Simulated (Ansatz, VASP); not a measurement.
## One calculation of KTaO3, two programs

```
K Ta O
1.0
     3.89999    0.00000    0.00000
     0.00000    3.89999    0.00000
     0.00000    0.00000    3.89999
K Ta O
1 1 3
Direct
  0.50000 0.50000 0.50000
  0.00000 0.00000 0.00000
  0.50000 0.00000 0.00000
  0.00000 0.50000 0.00000
  0.00000 0.00000 0.50000
```

Alike in both runs: task single point; functional PBE; k mesh 8 × 8 × 8; occupations gaussian, width 0.02 eV; no spin polarisation.

|  | VASP | Ansatz |
| --- | --- | --- |
| version | VASP 6.6.1 | Ansatz 0.2.0 |
| potentials or method | VASP PAW PBE potentials, release 64 (K_sv, Ta_pv, O), cutoff 520 eV | scalar-relativistic, plane waves, PAW |
| valence electrons in the cell | 38 | 40 |

Ansatz gave:

* gap on the k mesh at the Fermi level (eV): 2.37
* least direct gap on the mesh (eV): 2.93
* pressure (GPa): 21.9

**Question.** Which values does VASP return?

**Answer.** gap on the k mesh at the Fermi level (eV): 2.32; least direct gap on the mesh (eV): 2.90; pressure (GPa): 22.9.

With one functional, cell and mesh, what is left measures potentials, basis and numerics. VASP's potentials hold 38 valence electrons a cell and Ansatz's 40, so a difference there can come from the potentials and not from the codes.

Spin-orbit coupling is off throughout.
